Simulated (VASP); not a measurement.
# Cs (Pm-3m) in VASP: single point with PBEsol

Aim: the single point of Cs with PBEsol.

Everything below comes from runs of VASP 6.6.1. Logs are shortened: lines on timing, memory, paths and dates and some standing lists are left out, and cuts for length are marked.

## 1. The cell of the first run

It takes space group Pm-3m (No. 221, cubic). The conventional cell has a = 5.737 Å, b = 5.737 Å, c = 5.737 Å, α = 90.00°, β = 90.00°, γ = 90.00°.

## 2. Single point, PBEsol

Input file INCAR:

```
SYSTEM = Cs
PREC = Accurate ; ENCUT = 520
EDIFF = 1E-7 ; ISMEAR = -1
SIGMA = 0.05 ; LREAL = .FALSE.
LASPH = .TRUE. ; NELM = 60
ALGO = Normal ; ISIF = 2
LWAVE = .FALSE. ; LCHARG = .TRUE.
GGA = PS ; LELF = .TRUE.
LVHAR = .TRUE. ; NBANDS = 10
```

Input file KPOINTS:

```
Automatic mesh
0
G
  4 4 4
  0 0 0
```

Input file POSCAR:

```
Cs
1.0
    5.7373090000      0.0000000000      0.0000000000
    0.0000000000      5.7373090000      0.0000000000
    0.0000000000      0.0000000000      5.7373090000
Cs
1
Direct
    0.0000000000      0.0000000000      0.0000000000
```

Potentials or basis: VASP PAW PBE potentials, release 64 (Cs_sv).

The run is started by

```console
> cat potpaw_PBE.64/Cs_sv/POTCAR > POTCAR
> mpirun -np 1 vasp_std > vasp.out
```

OUTCAR:

```text
SYSTEM = Cs
   PREC = Accurate
   ENCUT = 520
   EDIFF = 1E-7
   ISMEAR = -1
   LREAL = .FALSE.
   LASPH = .TRUE.
   NELM = 60
   ISIF = 2
   GGA = PS

 ion  position               nearest neighbor table
   1  0.000  0.000  0.000-

  LATTYP: Found a simple cubic cell.
 ALAT       =     5.7373090000

  Lattice vectors:

 A1 = (   5.7373090000,   0.0000000000,   0.0000000000)
 A2 = (   0.0000000000,   5.7373090000,   0.0000000000)
 A3 = (   0.0000000000,   0.0000000000,   5.7373090000)

Analysis of symmetry for initial positions (statically):
=====================================================================
 Subroutine PRICEL returns:
 Original cell was already a primitive cell.

 Routine SETGRP: Setting up the symmetry group for a
 simple cubic supercell.

 Subroutine GETGRP returns: Found 48 space group operations
 (whereof 48 operations were pure point group operations)
 out of a pool of 48 trial point group operations.

The static configuration has the point symmetry O_h .

Analysis of symmetry for dynamics (positions and initial velocities):
=====================================================================
 Subroutine PRICEL returns:
 Original cell was already a primitive cell.

 Routine SETGRP: Setting up the symmetry group for a
 simple cubic supercell.

 Subroutine GETGRP returns: Found 48 space group operations
 (whereof 48 operations were pure point group operations)
 out of a pool of 48 trial point group operations.

The dynamic configuration has the point symmetry O_h .

 Subroutine INISYM returns: Found 48 space group operations
 (whereof 48 operations are pure point group operations),
 and found     1 'primitive' translations

----------------------------------------------------------------------------------------

                                     Primitive cell

  volume of cell :     188.8534

  direct lattice vectors                    reciprocal lattice vectors
     5.737309000  0.000000000  0.000000000     0.174297741  0.000000000  0.000000000
     0.000000000  5.737309000  0.000000000     0.000000000  0.174297741  0.000000000
     0.000000000  0.000000000  5.737309000     0.000000000  0.000000000  0.174297741

  length of vectors
[... 65 lines left out ...]
   EDIFF  = 0.1E-06   stopping-criterion for ELM
   LREAL  =      F    real-space projection
   EDIFFG = 0.1E-05   stopping-criterion for IOM
   NSW    =      0    number of steps for IOM
   IBRION =     -1    ionic relax: 0-MD 1-quasi-New 2-CG
   NFREE  =      0    steps in history (QN), initial steepest desc. (CG)
   ISIF   =      2    stress and relaxation
   ISYM   =      2    0-nonsym 1-usesym 2-fastsym
   POTIM  = 0.5000    time-step for ionic-motion
   TEBEG  =    0.0;   TEEND  =   0.0 temperature during run
   PSTRESS=    0.0 pullay stress
   NELECT =       9.0000    total number of electrons
   NUPDOWN=      -1.0000    fix difference up-down
   EMIN   =  10.00;   EMAX   =-10.00  energy-range for DOS
   EFERMI =   0.00;   METHOD = LEGACY
   ISMEAR =    -1;   SIGMA  =   0.05  broadening in eV -4-tet -1-fermi 0-gaus
   EFERMI_NEDOS =   21; number of points for ismear=-14 and -15
   IALGO  =     38    algorithm
   IMIX   =      4    mixing-type and parameters
     AMIX     =   0.40;   BMIX     =  1.00
     AMIX_MAG =   1.60;   BMIX_MAG =  1.00
  volume/ion in A,a.u.               =     188.85      1274.45
  Fermi-wavevector in a.u.,A,eV,Ry     =   0.593536  1.121621  4.793136  0.352286
  Thomas-Fermi vector in A             =   1.642773
   LORBIT       =      0    0 simple, 1 ext, 2 COOP (PROOUT), +10 PAW based schemes
   GGA     = PS    functional components
   LHFCALC =     F    Hartree Fock is set to
   AEXX    =    0.0000 exact exchange contribution
   IVDW    =     0    specifies the selected vdW correction
   LEPSILON=     F    determine dielectric tensor
   LRPA    =     F    only Hartree local field effects (RPA)
 non-spin polarized calculation
  energy-cutoff  :      520.00
  volume of cell :      188.85
 maximum number of plane-waves:      5112
 NGX is ok and might be reduce to    48
   NGX = 21   NGY = 21   NGZ = 21

 number of electron       9.0000002 magnetization

 Free energy of the ion-electron system (eV)
  ---------------------------------------------------
  ext. energy  EPLUGINS =         0.00000000
  ---------------------------------------------------
  free energy    TOTEN  =        -0.75395995 eV

  energy without entropy =       -0.74499831  energy(sigma->0) =       -0.74947913

 E-fermi :  -0.4544     XC(G=0):  -4.3286

 val. band max:       -0.7521836645   @ k =   0.5000   0.0000   0.0000
 cond. band min:      -0.3738031983   @ k =   0.5000   0.2500   0.0000
 fundamental gap:      0.3783804663
 Fermi energy:        -0.4543523285

 k-point     1 :       0.0000    0.0000    0.0000
  band No.  band energies     occupation
      1     -24.8055      2.00000
      2     -11.5506      2.00000
      3     -11.5506      2.00000
      4     -11.5506      2.00000
      5      -1.7592      2.00000
      6       0.8563      0.00000
      7       0.8563      0.00000
      8       2.8889      0.00000
      9       2.8889      0.00000
     10       2.8889      0.00000
[... 105 lines left out ...]
 k-point    10 :       0.5000    0.5000    0.5000
  band No.  band energies     occupation
      1     -24.8028      2.00000
      2     -11.5826      2.00000
      3     -11.5826      2.00000
      4     -11.5826      2.00000
      5       0.6807      0.00000
      6       0.6807      0.00000
      7       0.6807      0.00000
      8       2.0344      0.00000
      9       2.0344      0.00000
     10       2.0345      0.00000

------------------------ aborting loop because EDIFF is reached ----------------------------------------

  FORCE on cell =-STRESS in cart. coord.  units (eV):
  Direction    XX          YY          ZZ          XY          YZ          ZX
  --------------------------------------------------------------------------------------
  -------------------------------------------------------------------------------------
  Total       -0.3946628     -0.3946628     -0.3946628      0.0000000      0.0000000     -0.0000000
  in kB       -3.3482054     -3.3482054     -3.3482054      0.0000000      0.0000000     -0.0000000
  external PRESSURE =      -3.3482054 kB  Pullay stress =       0.0000000 kB

 VOLUME and BASIS-vectors are now :
 -----------------------------------------------------------------------------
  energy-cutoff  :      520.00
  volume of cell :      188.85
      direct lattice vectors                 reciprocal lattice vectors
     5.737309000  0.000000000  0.000000000     0.174297741  0.000000000  0.000000000
     0.000000000  5.737309000  0.000000000     0.000000000  0.174297741  0.000000000
     0.000000000  0.000000000  5.737309000     0.000000000  0.000000000  0.174297741

 POSITION                                       TOTAL-FORCE (eV/Angst)
 -----------------------------------------------------------------------------------
      0.00000      0.00000      0.00000         0.000000      0.000000      0.000000
 -----------------------------------------------------------------------------------
    total drift:                                0.000000      0.000000      0.000000

  FREE ENERGIE OF THE ION-ELECTRON SYSTEM (eV)
  ---------------------------------------------------
  free  energy   TOTEN  =        -0.7539599486 eV

  energy  without entropy=       -0.7449983108  energy(sigma->0) =       -0.74947913
```

OSZICAR:

```text
N       E                     dE             d eps       ncg     rms          rms(c)
DAV:   1     0.609035719971E+02    0.60904E+02   -0.26487E+03   200   0.590E+02
DAV:   2     0.708080315382E+01   -0.53823E+02   -0.52699E+02   276   0.988E+01
DAV:   3    -0.604109045923E+00   -0.76849E+01   -0.76787E+01   226   0.463E+01
DAV:   4    -0.750882313098E+00   -0.14677E+00   -0.14675E+00   252   0.757E+00
DAV:   5    -0.751744484669E+00   -0.86217E-03   -0.86216E-03   302   0.569E-01    0.129E-01
DAV:   6    -0.752830110200E+00   -0.10856E-02   -0.63266E-04   270   0.122E-01    0.977E-02
DAV:   7    -0.753901892189E+00   -0.10718E-02   -0.50347E-03   282   0.359E-01    0.264E-02
DAV:   8    -0.753950485416E+00   -0.48593E-04   -0.13156E-04   234   0.574E-02    0.587E-03
DAV:   9    -0.753958150186E+00   -0.76648E-05   -0.79825E-06   252   0.140E-02    0.454E-03
DAV:  10    -0.753959869487E+00   -0.17193E-05   -0.37130E-06   232   0.107E-02    0.108E-03
DAV:  11    -0.753959948602E+00   -0.79115E-07   -0.95937E-08   262   0.146E-03
   1 F= -.75395995E+00 E0= -.74947913E+00  d E =-.896164E-02
```

stdout:

```text
POSCAR found type information on POSCAR Cs
 POSCAR found :  1 types and       1 ions
 scaLAPACK will be used
 -----------------------------------------------------------------------------
|                                                                             |
|                                                                             |
|     You enforced a specific xc type in the INCAR file but a different       |
|     I HOPE YOU KNOW WHAT YOU ARE DOING!                                     |
|                                                                             |
 -----------------------------------------------------------------------------

 LDA part: xc-table for (Slater+PW92), standard interpolation
 POSCAR, INCAR and KPOINTS ok, starting setup
 FFT: planning ... GRIDC
 FFT: planning ... GRID_SOFT
 FFT: planning ... GRID
 WAVECAR not read
 entering main loop
```

It took 17 s on 1 thread of Intel Xeon Platinum 8488C (Sapphire Rapids), shared host; peak memory 0.29 GiB.

Results:

```yaml
Free_energy: -0.7540 eV
Pressure: -0.3 GPa
```

Caveat: the PAW data sets were made with another functional, which shifts forces and pressure a little; spin-orbit coupling is left out, which moves the levels of the heavy elements.
